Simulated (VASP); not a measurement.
# SiSbTe2 (P-4m2) in VASP: notebook

Runs on SiSbTe2. Level: PBE. Tasks: single point.

All numbers are computed with VASP 6.6.1; they aren't measurements. Logs are shortened: lines on timing, memory, paths and dates and some standing lists are left out, and cuts for length are marked.

## (1) The cell of the first run

The structure is tetragonal, space group P-4m2 (No. 115). The conventional cell has a = 4.036 Å, b = 4.036 Å, c = 5.685 Å, α = 90.00°, β = 90.00°, γ = 90.00°. Within 3.3 Å of Si (site symmetry -4m2) lie 4 Te at 2.51 Å. Within 3.2 Å of Sb (site symmetry -4m2) lie 4 Te at 2.43 Å. Within 3.2 Å of Te (site symmetry 2mm) lie 2 Sb at 2.43 Å and 2 Si at 2.51 Å.

## (2) Single point, PBE

INCAR

```
SYSTEM = SiSbTe2
PREC     = Accurate       ! precision mode
ENCUT    = 520            ! plane-wave cutoff, eV
EDIFF    = 1E-6           ! SCF threshold, eV
ISMEAR   = 0              ! smearing method
SIGMA    = 0.1            ! smearing width, eV
LREAL    = .False.        ! projectors in reciprocal space
LASPH    = .True.         ! aspherical terms in the spheres
NELM     = 60             ! most SCF steps
ALGO     = Normal         ! electronic algorithm
ISIF     = 2              ! what is computed and relaxed
LWAVE    = .False.        ! write WAVECAR
LCHARG   = .False.        ! write CHGCAR
GGA      = PE             ! functional
NBANDS   = 18             ! bands
```

KPOINTS

```
Automatic mesh
0
Gamma
  4 4 4
  0 0 0
```

POSCAR

```
SiSbTe2
1.0
    4.0364628000      0.0000000000      0.0000000000
    0.0000000000      4.0364628000      0.0000000000
    0.0000000000      0.0000000000      5.6852458800
Si Sb Te
1 1 2
Direct
    0.0000000000      0.0000000000      0.0000000000
    0.5000000000      0.5000000000      0.5000000000
    0.5000000000      0.0000000000      0.7382648000
    0.0000000000      0.5000000000      0.2617352000
```

Potentials or basis: VASP PAW PBE potentials, release 64 (Si, Sb, Te).

Launch:

```
$ cat potpaw_PBE.64/Si/POTCAR potpaw_PBE.64/Sb/POTCAR potpaw_PBE.64/Te/POTCAR > POTCAR
$ mpirun -np 1 vasp_std > vasp.out
```

OUTCAR:

```text
SYSTEM = SiSbTe2
   PREC = Accurate
   ENCUT = 520
   EDIFF = 1E-6
   ISMEAR = 0
   LREAL = .False.
   LASPH = .True.
   NELM = 60
   ISIF = 2
   GGA = PE

 ion  position               nearest neighbor table
   1  0.000  0.000  0.000-   3 2.51   4 2.51   4 2.51   3 2.51
   2  0.500  0.500  0.500-   3 2.43   4 2.43   3 2.43   4 2.43
   3  0.500  0.000  0.738-   2 2.43   2 2.43   1 2.51   1 2.51
   4  0.000  0.500  0.262-   2 2.43   2 2.43   1 2.51   1 2.51

  LATTYP: Found a simple tetragonal cell.
 ALAT       =     4.0364628000
 C/A-ratio  =     1.4084722594

  Lattice vectors:

 A1 = (   4.0364628000,   0.0000000000,   0.0000000000)
 A2 = (   0.0000000000,   4.0364628000,   0.0000000000)
 A3 = (   0.0000000000,   0.0000000000,   5.6852458800)

Analysis of symmetry for initial positions (statically):
=====================================================================
 Subroutine PRICEL returns:
 Original cell was already a primitive cell.

 Routine SETGRP: Setting up the symmetry group for a
 simple tetragonal supercell.

 Subroutine GETGRP returns: Found  8 space group operations
 (whereof  8 operations were pure point group operations)
 out of a pool of 16 trial point group operations.

The static configuration has the point symmetry D_2d.

Analysis of symmetry for dynamics (positions and initial velocities):
=====================================================================
 Subroutine PRICEL returns:
 Original cell was already a primitive cell.

 Routine SETGRP: Setting up the symmetry group for a
 simple tetragonal supercell.

 Subroutine GETGRP returns: Found  8 space group operations
 (whereof  8 operations were pure point group operations)
 out of a pool of 16 trial point group operations.

The dynamic configuration has the point symmetry D_2d.

 Subroutine INISYM returns: Found  8 space group operations
 (whereof  8 operations are pure point group operations),
 and found     1 'primitive' translations

----------------------------------------------------------------------------------------

                                     Primitive cell

  volume of cell :      92.6299

  direct lattice vectors                    reciprocal lattice vectors
[... 80 lines left out ...]
   LSORBIT =      F    spin-orbit coupling
   LASPH  =      T    aspherical Exc in radial PAW
   ENCUT  =  520.0 eV  38.22 Ry    6.18 a.u.   7.51  7.51 10.57*2*pi/ulx,y,z
   NELM   =     60;   NELMIN=  2; NELMDL= -5     # of ELM steps
   EDIFF  = 0.1E-05   stopping-criterion for ELM
   LREAL  =      F    real-space projection
   EDIFFG = 0.1E-04   stopping-criterion for IOM
   NSW    =      0    number of steps for IOM
   IBRION =     -1    ionic relax: 0-MD 1-quasi-New 2-CG
   NFREE  =      0    steps in history (QN), initial steepest desc. (CG)
   ISIF   =      2    stress and relaxation
   ISYM   =      2    0-nonsym 1-usesym 2-fastsym
   POTIM  = 0.5000    time-step for ionic-motion
   TEBEG  =    0.0;   TEEND  =   0.0 temperature during run
   PSTRESS=    0.0 pullay stress
   NELECT =      21.0000    total number of electrons
   NUPDOWN=      -1.0000    fix difference up-down
   EMIN   =  10.00;   EMAX   =-10.00  energy-range for DOS
   EFERMI =   0.00;   METHOD = LEGACY
   ISMEAR =     0;   SIGMA  =   0.10  broadening in eV -4-tet -1-fermi 0-gaus
   EFERMI_NEDOS =   21; number of points for ismear=-14 and -15
   IALGO  =     38    algorithm
   IMIX   =      4    mixing-type and parameters
     AMIX     =   0.40;   BMIX     =  1.00
     AMIX_MAG =   1.60;   BMIX_MAG =  1.00
  volume/ion in A,a.u.               =      23.16       156.27
  Fermi-wavevector in a.u.,A,eV,Ry     =   0.998231  1.886382 13.557720  0.996464
  Thomas-Fermi vector in A             =   2.130440
   LORBIT       =      0    0 simple, 1 ext, 2 COOP (PROOUT), +10 PAW based schemes
   GGA     = PE    functional components
   LHFCALC =     F    Hartree Fock is set to
   AEXX    =    0.0000 exact exchange contribution
   IVDW    =     0    specifies the selected vdW correction
   LEPSILON=     F    determine dielectric tensor
   LRPA    =     F    only Hartree local field effects (RPA)
 non-spin polarized calculation
 Gauss-broadening in eV      SIGMA  =   0.10
  energy-cutoff  :      520.00
  volume of cell :       92.63
 maximum number of plane-waves:      2542
   NGX = 15   NGY = 15   NGZ = 21

 number of electron      21.0000003 magnetization

 Free energy of the ion-electron system (eV)
  ---------------------------------------------------
  ext. energy  EPLUGINS =         0.00000000
  ---------------------------------------------------
  free energy    TOTEN  =        -6.47830306 eV

  energy without entropy =       -6.46978421  energy(sigma->0) =       -6.47404364

 E-fermi :  10.3338     XC(G=0): -10.2334

 val. band max:       10.3271083872   @ k =   0.2500   0.0000   0.0000
 cond. band min:      10.4225648095   @ k =   0.2500   0.0000   0.5000
 fundamental gap:      0.0954564223
 Fermi energy:        10.3338155069

 k-point     1 :       0.0000    0.0000    0.0000
  band No.  band energies     occupation
      1      -6.9360      2.00000
      2      -3.6959      2.00000
      3      -0.9084      2.00000
      4       3.2818      2.00000
      5       3.2818      2.00000
      6       6.4456      2.00000
[... 355 lines left out ...]
      5       2.3093      2.00000
      6       3.0371      2.00000
[... 10 lines left out ...]
     17      17.3941      0.00000
     18      17.7610      0.00000

------------------------ aborting loop because EDIFF is reached ----------------------------------------

  FORCE on cell =-STRESS in cart. coord.  units (eV):
  Direction    XX          YY          ZZ          XY          YZ          ZX
  --------------------------------------------------------------------------------------
  -------------------------------------------------------------------------------------
  Total       30.0945699     30.0945699     32.1378541      0.0000000      0.0000000      0.0000000
  in kB      520.5321557    520.5321557    555.8739174      0.0000000      0.0000000      0.0000000
  external PRESSURE =     532.3127429 kB  Pullay stress =       0.0000000 kB

 VOLUME and BASIS-vectors are now :
 -----------------------------------------------------------------------------
  energy-cutoff  :      520.00
  volume of cell :       92.63
      direct lattice vectors                 reciprocal lattice vectors
     4.036462800  0.000000000  0.000000000     0.247741661  0.000000000  0.000000000
     0.000000000  4.036462800  0.000000000     0.000000000  0.247741661  0.000000000
     0.000000000  0.000000000  5.685245880     0.000000000  0.000000000  0.175893888

 POSITION                                       TOTAL-FORCE (eV/Angst)
 -----------------------------------------------------------------------------------
      0.00000      0.00000      0.00000         0.000000     -0.000000      0.000000
      2.01823      2.01823      2.84262         0.000000      0.000000      0.000000
      2.01823      0.00000      4.19722         0.000000     -0.000000      5.970070
      0.00000      2.01823      1.48803         0.000000     -0.000000     -5.970070
 -----------------------------------------------------------------------------------
    total drift:                               -0.000000     -0.000000     -0.000000

  FREE ENERGIE OF THE ION-ELECTRON SYSTEM (eV)
  ---------------------------------------------------
  free  energy   TOTEN  =        -6.4783030648 eV

  energy  without entropy=       -6.4697842127  energy(sigma->0) =       -6.47404364
```

stdout:

```text
POSCAR found type information on POSCAR SiSbTe
 POSCAR found :  3 types and       4 ions
 scaLAPACK will be used
 LDA part: xc-table for (Slater+PW92), standard interpolation
 POSCAR, INCAR and KPOINTS ok, starting setup
 FFT: planning ... GRIDC
 FFT: planning ... GRID_SOFT
 FFT: planning ... GRID
 WAVECAR not read
 entering main loop
```

Wall time 13 s (1 thread of Intel Xeon 6975P-C (Granite Rapids), shared host); peak memory 0.2 GiB.

Results:

| Quantity | Value |
| --- | --- |
| Free energy | -6.4783 eV |
| Pressure | 53.2 GPa |
| Largest force | 5.970 eV/Å |

Forces in eV/Å, atoms in the order of the input:
```
Si   0.000  0.000  0.000
Sb   0.000  0.000  0.000
Te   0.000  0.000  5.970
Te   0.000  0.000 -5.970
```

Levels at points of the mesh, in eV from the Fermi level:
| k point | band 6 | band 7 | band 8 | band 9 | band 10 | band 11 | band 12 | band 13 | band 14 | band 15 |
| --- | --- | --- | --- | --- | --- | --- | --- | --- | --- | --- |
| (0.00, 0.00, 0.00) | -3.89 | -3.85 | -3.85 | -3.06 | -2.38 | -2.06 | -0.51 | -0.51 | -0.39 | 3.67 |
| (0.50, 0.00, 0.00) | -7.06 | -6.09 | -4.69 | -1.71 | -0.55 | 1.48 | 1.51 | 1.59 | 1.89 | 2.22 |
| (0.50, 0.50, 0.00) | -6.74 | -6.74 | -6.13 | -2.47 | -2.02 | -2.02 | -1.83 | 5.76 | 6.12 | 6.12 |
| (0.00, 0.00, 0.50) | -6.61 | -5.05 | -5.05 | -2.40 | -1.92 | -0.38 | -0.01 | 2.38 | 2.38 | 2.52 |
| (0.50, 0.00, 0.50) | -5.24 | -5.07 | -4.62 | -2.92 | -2.62 | 0.40 | 0.60 | 0.65 | 0.91 | 3.84 |
| (0.50, 0.50, 0.50) | -7.30 | -7.30 | -7.17 | 0.75 | 1.30 | 1.30 | 1.32 | 1.48 | 1.48 | 1.67 |

Caveat: the k points lie up to 0.39 Å⁻¹ apart; spin-orbit coupling is left out, which moves the levels of the heavy elements; forces of over 1 eV/Å act on the atoms, so gaps and moduli don't describe the material at rest.

## (3) Single point, PBE

This run uses another cell than the first one, of 33.59 Å³/atom, 1.451 times its volume.

INCAR

```
SYSTEM = SiSbTe2
ALGO     = Normal         ! electronic algorithm
EDIFF    = 1E-7           ! SCF threshold, eV
ENCUT    = 520            ! plane-wave cutoff, eV
GGA      = PE             ! functional
ISIF     = 2              ! what is computed and relaxed
ISMEAR   = 0              ! smearing method
LASPH    = .True.         ! aspherical terms in the spheres
LCHARG   = .False.        ! write CHGCAR
LREAL    = .False.        ! projectors in reciprocal space
LWAVE    = .False.        ! write WAVECAR
NBANDS   = 18             ! bands
NELM     = 60             ! most SCF steps
PREC     = Accurate       ! precision mode
SIGMA    = 0.1            ! smearing width, eV
```

KPOINTS

```
k-points
0
Gamma
  4 4 4
  0 0 0
```

POSCAR

```
SiSbTe2
1.0
    3.9963281367      0.0000000000      0.0000000000
    0.0000000000      3.9963281367      0.0000000000
    0.0000000000      0.0000000000      8.4133297678
Si Sb Te
1 1 2
Direct
    0.0000000000      0.0000000000      0.0000000000
    0.5000000000      0.5000000000      0.5000000000
    0.5000000000      0.0000000000      0.7819265647
    0.0000000000      0.5000000000      0.2180734353
```

Potentials or basis: VASP PAW PBE potentials, release 64 (Si, Sb, Te).

Launch:

```
$ cat potpaw_PBE.64/Si/POTCAR potpaw_PBE.64/Sb/POTCAR potpaw_PBE.64/Te/POTCAR > POTCAR
$ mpirun -np 1 vasp_std > vasp.out
```

It took 24 s on 1 thread of Intel Xeon 6975P-C (Granite Rapids), shared host; peak memory 0.25 GiB.

Results (log left out):

* Free energy: -14.5513 eV
* Pressure: 0.0 GPa
* Largest force: 0.010 eV/Å

Forces in eV/Å, atoms in the order of the input:
```
Si   0.000  0.000  0.000
Sb   0.000  0.000  0.000
Te   0.000  0.000 -0.010
Te   0.000  0.000  0.010
```

Levels at points of the mesh, in eV from the Fermi level:
| k point | band 7 | band 8 | band 9 | band 10 | band 11 | band 12 | band 13 | band 14 |
| --- | --- | --- | --- | --- | --- | --- | --- | --- |
| (0.00, 0.00, 0.00) | -2.78 | -1.34 | -1.34 | 0.54 | 0.58 | 0.58 | 0.77 | 1.76 |
| (0.50, 0.00, 0.00) | -2.14 | -1.80 | -1.24 | -1.03 | -0.13 | -0.07 | 1.75 | 2.36 |
| (0.50, 0.50, 0.00) | -4.31 | -4.17 | -2.66 | -1.25 | -1.25 | -0.88 | 2.02 | 2.58 |
| (0.00, 0.00, 0.50) | -1.77 | -1.77 | -1.68 | -1.17 | 0.99 | 1.41 | 1.56 | 1.56 |
| (0.50, 0.00, 0.50) | -3.75 | -2.76 | -2.14 | -1.23 | 1.46 | 1.70 | 1.90 | 2.37 |
| (0.50, 0.50, 0.50) | -4.37 | -4.37 | -1.93 | -0.72 | -0.72 | -0.51 | 0.70 | 1.26 |

Caveat: the k points lie up to 0.39 Å⁻¹ apart; spin-orbit coupling is left out, which moves the levels of the heavy elements.
